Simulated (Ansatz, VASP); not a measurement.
**Mn in VASP and in Ansatz**

INCAR

```
SYSTEM = Mn
  PREC = Accurate
  ENCUT = 520
  EDIFF = 1E-6
  ISMEAR = 0
  SIGMA = 0.1
  LREAL = .False.
  LASPH = .True.
  NELM = 150
  ALGO = Normal
  ISIF = 2
  LWAVE = .False.
  LCHARG = .False.
  ISPIN = 2
  MAGMOM = 4
  LORBIT = 11
  LMAXMIX = 4
  GGA = PE
  NBANDS = 16
```

Contents of KPOINTS:

```
regular mesh
0
Gamma
  8 8 8
  0 0 0
```

The input POSCAR:

```
Mn
1.0
    0.0000000000      1.9640544454      1.9640544454
    1.9640544454      0.0000000000      1.9640544454
    1.9640544454      1.9640544454      0.0000000000
Mn
1
Direct
    0.0000000000      0.0000000000      0.0000000000
```

Input for Ansatz:

```yaml
crystal:
  lattice:
    - [0.0, 1.9640544454, 1.9640544454]
    - [1.9640544454, 0.0, 1.9640544454]
    - [1.9640544454, 1.9640544454, 0.0]
  atoms:
    - { symbol: Mn, position: [0.0, 0.0, 0.0], spin: 4.0 }
basis:
  ecutwfc: 420
kpoints:
  mp_grid: { grid: [8, 8, 8] }
hamiltonian:
  xc: pbe
scf:
  occupations: { method: gaussian, width: 0.1 }
  lower_state_search: "off"
output:
  forces: true
  stress: true
  eigenvalues: true
  populations: true
magnetization:
  spin_polarized: true
```

Alike in both runs: task single point; functional PBE; k mesh 8 × 8 × 8; occupations gaussian, width 0.1 eV; collinear spin.

|  | VASP | Ansatz |
| --- | --- | --- |
| version | VASP 6.6.1 | Ansatz 0.2.0 |
| potentials or method | VASP PAW PBE potentials, release 64 (Mn_pv), cutoff 520 eV | scalar-relativistic, plane waves, PAW |
| valence electrons in the cell | 13 | 15 |

|  | VASP | Ansatz | Ansatz less VASP |
| --- | --- | --- | --- |
| gap on the k mesh at the Fermi level (eV) | none | none | - |
| pressure (GPa) | -2.1 | -2.6 | -0.50 |
| net moment per atom (μB) | 3.66 | 3.63 | -0.029 |
| size of the moment on the site where the two differ most (μB) | 3.51 | 3.52 | +0.014 |

Site moments also hang on the region over which each program counts them. A gap of «none» marks a metal or a gap that the smearing closes. VASP's potentials hold 13 valence electrons a cell and Ansatz's 15, so a difference there can come from the potentials and not from the codes.
